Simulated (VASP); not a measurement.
# C in VASP: notebook

The runs below take C through single point, with PBE.

All numbers are computed with VASP 6.6.1; they aren't measurements. Logs are shortened: lines on timing, memory, paths and dates and some standing lists are left out, and cuts for length are marked.

## (1) The cell of the first run

The cell holds a wire or tube with vacuum around it, 16 atoms: a = 13.800 Å, b = 14.100 Å, c = 2.467 Å, α = 90.00°, β = 90.00°, γ = 90.00°.

## (2) Single point, PBE

Input file INCAR:

```
SYSTEM = C
PREC = Accurate
ENCUT = 520
EDIFF = 1E-7
ISMEAR = 0
SIGMA = 0.05
LREAL = Auto
LASPH = .True.
NELM = 100
ALGO = Normal
ISIF = 2
LWAVE = .False.
LCHARG = .False.
GGA = PE
NBANDS = 46
```

Input file KPOINTS:

```
Automatic mesh
0
Gamma
  1 1 31
  0 0 0
```

Input file POSCAR:

```
C
1.0
   13.8000000000      0.0000000000      0.0000000000
    0.0000000000     14.1000000000      0.0000000000
    0.0000000000      0.0000000000      2.4665450929
C
16
Direct
    0.6903682430      0.5499237187      0.5000000000
    0.5985418537      0.6670480187      0.0000000000
    0.4489909830      0.6863178548      0.5000000000
    0.3293205027      0.5964452186      0.0000000000
    0.3096317570      0.4500762813      0.5000000000
    0.4014581463      0.3329519813      0.0000000000
    0.5510090170      0.3136821452      0.5000000000
    0.6706794973      0.4035547814      0.0000000000
    0.6706794973      0.5964452186      0.0000000000
    0.5510090170      0.6863178548      0.5000000000
    0.4014581463      0.6670480187      0.0000000000
    0.3096317570      0.5499237187      0.5000000000
    0.3293205027      0.4035547814      0.0000000000
    0.4489909830      0.3136821452      0.5000000000
    0.5985418537      0.3329519813      0.0000000000
    0.6903682430      0.4500762813      0.5000000000
```

Potentials or basis: VASP PAW PBE potentials, release 64 (C).

Launch:

```bash
> cat potpaw_PBE.64/C/POTCAR > POTCAR
> mpirun -np 1 vasp_std > vasp.out
```

OUTCAR:

```text
SYSTEM = C
   PREC = Accurate
   ENCUT = 520
   EDIFF = 1E-7
   ISMEAR = 0
   LREAL = Auto
   LASPH = .True.
   NELM = 100
   ISIF = 2
   GGA = PE

 ion  position               nearest neighbor table
   1  0.690  0.550  0.500-  16 1.41   9 1.42   9 1.42
   2  0.599  0.667  0.000-   9 1.41  10 1.42  10 1.42
   3  0.449  0.686  0.500-  10 1.41  11 1.42  11 1.42
   4  0.329  0.596  0.000-  11 1.41  12 1.42  12 1.42
   5  0.310  0.450  0.500-  12 1.41  13 1.42  13 1.42
   6  0.401  0.333  0.000-  13 1.41  14 1.42  14 1.42
[... 8 lines left out ...]
  15  0.599  0.333  0.000-   8 1.41   7 1.42   7 1.42
  16  0.690  0.450  0.500-   1 1.41   8 1.42   8 1.42

  LATTYP: Found a simple orthorhombic cell.
 ALAT       =     2.4665450929
 B/A-ratio  =     5.5948703471
 C/A-ratio  =     5.7164979633

  Lattice vectors:

 A1 = (   0.0000000000,   0.0000000000,   2.4665450929)
 A2 = (  13.8000000000,   0.0000000000,   0.0000000000)
 A3 = (   0.0000000000,  14.1000000000,   0.0000000000)

Analysis of symmetry for initial positions (statically):
=====================================================================
 Subroutine PRICEL returns:
 Original cell was already a primitive cell.

 Routine SETGRP: Setting up the symmetry group for a
 simple orthorhombic supercell.

 Subroutine GETGRP returns: Found  8 space group operations
 (whereof  8 operations were pure point group operations)
 out of a pool of  8 trial point group operations.

The static configuration has the point symmetry D_2h.

Analysis of symmetry for dynamics (positions and initial velocities):
=====================================================================
 Subroutine PRICEL returns:
 Original cell was already a primitive cell.

 Routine SETGRP: Setting up the symmetry group for a
 simple orthorhombic supercell.

 Subroutine GETGRP returns: Found  8 space group operations
 (whereof  8 operations were pure point group operations)
 out of a pool of  8 trial point group operations.

The dynamic configuration has the point symmetry D_2h.

 Subroutine INISYM returns: Found  8 space group operations
 (whereof  8 operations are pure point group operations),
 and found     1 'primitive' translations

----------------------------------------------------------------------------------------

                                     Primitive cell

  volume of cell :     479.9403

  direct lattice vectors                    reciprocal lattice vectors
    13.800000000  0.000000000  0.000000000     0.072463768  0.000000000  0.000000000
     0.000000000 14.100000000  0.000000000     0.000000000  0.070921986  0.000000000
     0.000000000  0.000000000  2.466545093     0.000000000  0.000000000  0.405425387

  length of vectors
    13.800000000 14.100000000  2.466545093     0.072463768  0.070921986  0.405425387

  position of ions in fractional coordinates (direct lattice)
     0.690368243  0.549923719  0.500000000
     0.598541854  0.667048019  0.000000000
     0.448990983  0.686317855  0.500000000
     0.329320503  0.596445219  0.000000000
     0.309631757  0.450076281  0.500000000
     0.401458146  0.332951981  0.000000000
[... 8 lines left out ...]
     0.598541854  0.332951981  0.000000000
     0.690368243  0.450076281  0.500000000

  ion indices of the primitive-cell ions
   primitive index   ion index
                 1           1
                 2           2
                 3           3
                 4           4
                 5           5
                 6           6
[... 8 lines left out ...]
                15          15
                16          16

----------------------------------------------------------------------------------------

 KPOINTS: Automatic mesh

Automatic generation of k-mesh.
 Grid dimensions read from file:
 generate k-points for:    1    1   31

 Generating k-lattice:

  Cartesian coordinates                     Fractional coordinates (reciprocal lattice)
     0.072463768  0.000000000  0.000000000     1.000000000  0.000000000  0.000000000
     0.000000000  0.070921986  0.000000000     0.000000000  1.000000000  0.000000000
     0.000000000  0.000000000  0.013078238     0.000000000  0.000000000  0.032258065

  Length of vectors
     0.072463768  0.070921986  0.013078238

  Shift w.r.t. Gamma in fractional coordinates (k-lattice)
     0.000000000  0.000000000  0.000000000

 Subroutine IBZKPT returns following result:
 ===========================================

 Found     16 irreducible k-points:

 Following reciprocal coordinates:
            Coordinates               Weight
  0.000000  0.000000  0.000000      1.000000
  0.000000  0.000000  0.032258      2.000000
  0.000000  0.000000  0.064516      2.000000
  0.000000  0.000000  0.096774      2.000000
  0.000000  0.000000  0.129032      2.000000
  0.000000  0.000000  0.161290      2.000000
[... 8 lines left out ...]
  0.000000  0.000000  0.451613      2.000000
  0.000000  0.000000  0.483871      2.000000
   k-points           NKPTS =     16   k-points in BZ     NKDIM =     16   number of bands    NBANDS=     46
   number of dos      NEDOS =    301   number of ions     NIONS =     16
   total plane-waves  NPLWV = 209952
   dimension x,y,z NGX =   108 NGY =  108 NGZ =   18
   dimension x,y,z NGXF=   216 NGYF=  216 NGZF=   36
   ions per type =              16
   NGX,Y,Z   is equivalent  to a cutoff of  13.01, 12.73, 12.13 a.u.
   NGXF,Y,Z  is equivalent  to a cutoff of  26.02, 25.47, 24.26 a.u.
 SYSTEM =  C
   PREC   = accura    normal or accurate (medium, high low for compatibility)
   ISTART =      0    job   : 0-new  1-cont  2-samecut
   ICHARG =      2    charge: 1-file 2-atom 10-const
   ISPIN  =      1    spin polarized calculation?
   LNONCOLLINEAR =      F non collinear calculations
   LSORBIT =      F    spin-orbit coupling
   LASPH  =      T    aspherical Exc in radial PAW
   ENCUT  =  520.0 eV  38.22 Ry    6.18 a.u.  25.66 26.22  4.59*2*pi/ulx,y,z
   NELM   =    100;   NELMIN=  2; NELMDL= -5     # of ELM steps
   EDIFF  = 0.1E-06   stopping-criterion for ELM
   LREAL  =      T    real-space projection
   EDIFFG = 0.1E-05   stopping-criterion for IOM
   NSW    =      0    number of steps for IOM
   IBRION =     -1    ionic relax: 0-MD 1-quasi-New 2-CG
   NFREE  =      0    steps in history (QN), initial steepest desc. (CG)
   ISIF   =      2    stress and relaxation
   ISYM   =      2    0-nonsym 1-usesym 2-fastsym
   POTIM  = 0.5000    time-step for ionic-motion
   TEBEG  =    0.0;   TEEND  =   0.0 temperature during run
   PSTRESS=    0.0 pullay stress
   NELECT =      64.0000    total number of electrons
   NUPDOWN=      -1.0000    fix difference up-down
   EMIN   =  10.00;   EMAX   =-10.00  energy-range for DOS
   EFERMI =   0.00;   METHOD = LEGACY
   ISMEAR =     0;   SIGMA  =   0.05  broadening in eV -4-tet -1-fermi 0-gaus
   EFERMI_NEDOS =   21; number of points for ismear=-14 and -15
   IALGO  =     38    algorithm
   IMIX   =      4    mixing-type and parameters
     AMIX     =   0.40;   BMIX     =  1.00
     AMIX_MAG =   1.60;   BMIX_MAG =  1.00
  volume/ion in A,a.u.               =      30.00       202.42
  Fermi-wavevector in a.u.,A,eV,Ry     =   0.836384  1.580537  9.517796  0.699538
  Thomas-Fermi vector in A             =   1.950099
   LORBIT       =      0    0 simple, 1 ext, 2 COOP (PROOUT), +10 PAW based schemes
   GGA     = PE    functional components
   LHFCALC =     F    Hartree Fock is set to
   AEXX    =    0.0000 exact exchange contribution
   IVDW    =     0    specifies the selected vdW correction
   LEPSILON=     F    determine dielectric tensor
   LRPA    =     F    only Hartree local field effects (RPA)
 non-spin polarized calculation
 Gauss-broadening in eV      SIGMA  =   0.05
  energy-cutoff  :      520.00
  volume of cell :      479.94
 maximum number of plane-waves:     12987
 NGX is ok and might be reduce to   108
   NGX = 51   NGY = 53   NGZ =  9

 number of electron      64.0000008 magnetization

 Free energy of the ion-electron system (eV)
  ---------------------------------------------------
  ext. energy  EPLUGINS =         0.00000000
  ---------------------------------------------------
  free energy    TOTEN  =      -143.16412846 eV

  energy without entropy =     -143.16397895  energy(sigma->0) =     -143.16405370

 E-fermi :  -1.4905     XC(G=0):  -3.7700

 val. band max:       -1.5798366424   @ k =   0.0000   0.0000   0.2903
 cond. band min:      -1.4011660760   @ k =   0.0000   0.0000   0.2903
 fundamental gap:      0.1786705663
 Fermi energy:        -1.4905013590

 k-point     1 :       0.0000    0.0000    0.0000
  band No.  band energies     occupation
      1     -21.7210      2.00000
      2     -21.2562      2.00000
      3     -21.2562      2.00000
      4     -19.9452      2.00000
      5     -19.9452      2.00000
      6     -17.9575      2.00000
[... 36 lines left out ...]
     43       3.5781      0.00000
     44       3.6490      0.00000

 k-point     2 :       0.0000    0.0000    0.0323
  band No.  band energies     occupation
      1     -21.7024      2.00000
      2     -21.2378      2.00000
      3     -21.2377      2.00000
      4     -19.9271      2.00000
      5     -19.9271      2.00000
      6     -17.9403      2.00000
[... 36 lines left out ...]
     43       3.6032      0.00000
     44       3.6731      0.00000

 k-point     3 :       0.0000    0.0000    0.0645
  band No.  band energies     occupation
      1     -21.6466      2.00000
      2     -21.1824      2.00000
      3     -21.1823      2.00000
      4     -19.8731      2.00000
      5     -19.8731      2.00000
      6     -17.8886      2.00000
[... 600 lines left out ...]
     43       6.4123      0.00000
     44       6.6892      0.00000

 k-point    16 :       0.0000    0.0000    0.4839
  band No.  band energies     occupation
      1     -17.6537      2.00000
      2     -17.2396      2.00000
      3     -17.2395      2.00000
      4     -17.1221      2.00000
      5     -16.7300      2.00000
      6     -16.7300      2.00000
[... 36 lines left out ...]
     43       6.8184      0.00000
     44       6.8210      0.00000
 [bands above 44 left out]

------------------------ aborting loop because EDIFF is reached ----------------------------------------

  FORCE on cell =-STRESS in cart. coord.  units (eV):
  Direction    XX          YY          ZZ          XY          YZ          ZX
  --------------------------------------------------------------------------------------
  -------------------------------------------------------------------------------------
  Total        8.8684778      8.8001611      2.6368310      0.0000000      0.0000000      0.0000000
  in kB       29.6055004     29.3774399      8.8024916      0.0000000      0.0000000      0.0000000
  external PRESSURE =      22.5951440 kB  Pullay stress =       0.0000000 kB

 VOLUME and BASIS-vectors are now :
 -----------------------------------------------------------------------------
  energy-cutoff  :      520.00
  volume of cell :      479.94
      direct lattice vectors                 reciprocal lattice vectors
    13.800000000  0.000000000  0.000000000     0.072463768  0.000000000  0.000000000
     0.000000000 14.100000000  0.000000000     0.000000000  0.070921986  0.000000000
     0.000000000  0.000000000  2.466545093     0.000000000  0.000000000  0.405425387

 POSITION                                       TOTAL-FORCE (eV/Angst)
 -----------------------------------------------------------------------------------
      9.52708      7.75392      1.23327         0.347424      0.297032     -0.000000
      8.25988      9.40538      0.00000         0.042198      0.456445     -0.000000
      6.19608      9.67708      1.23327        -0.292666      0.349598     -0.000000
      4.54462      8.40988      0.00000        -0.450073      0.039886     -0.000000
      4.27292      6.34608      1.23327        -0.347424     -0.297032     -0.000000
      5.54012      4.69462      0.00000        -0.042198     -0.456445      0.000000
[... 8 lines left out ...]
      8.25988      4.69462      0.00000         0.042198     -0.456445      0.000000
      9.52708      6.34608      1.23327         0.347424     -0.297032     -0.000000
 -----------------------------------------------------------------------------------
    total drift:                               -0.000000     -0.000000      0.000000

  FREE ENERGIE OF THE ION-ELECTRON SYSTEM (eV)
  ---------------------------------------------------
  free  energy   TOTEN  =      -143.1641284619 eV

  energy  without entropy=     -143.1639789459  energy(sigma->0) =     -143.16405370
```

Wall time 16 min (1 thread of Intel Xeon 8259CL, shared host); peak memory 0.57 GiB.

What came out:

```
Free energy   : -143.1641 eV
Largest force : 0.458 eV/Å
```

Forces in eV/Å, atoms in the order of the input:
```
C    0.347  0.297  0.000
C    0.042  0.456  0.000
C   -0.293  0.350  0.000
C   -0.450  0.040  0.000
C   -0.347 -0.297  0.000
C   -0.042 -0.456  0.000
C    0.293 -0.350  0.000
C    0.450 -0.040  0.000
C    0.450  0.040  0.000
C    0.293  0.350  0.000
C   -0.042  0.456  0.000
C   -0.347  0.297  0.000
C   -0.450 -0.040  0.000
C   -0.293 -0.350  0.000
C    0.042 -0.456  0.000
C    0.347 -0.297  0.000
```

(Part 1 of 2 ends here.)
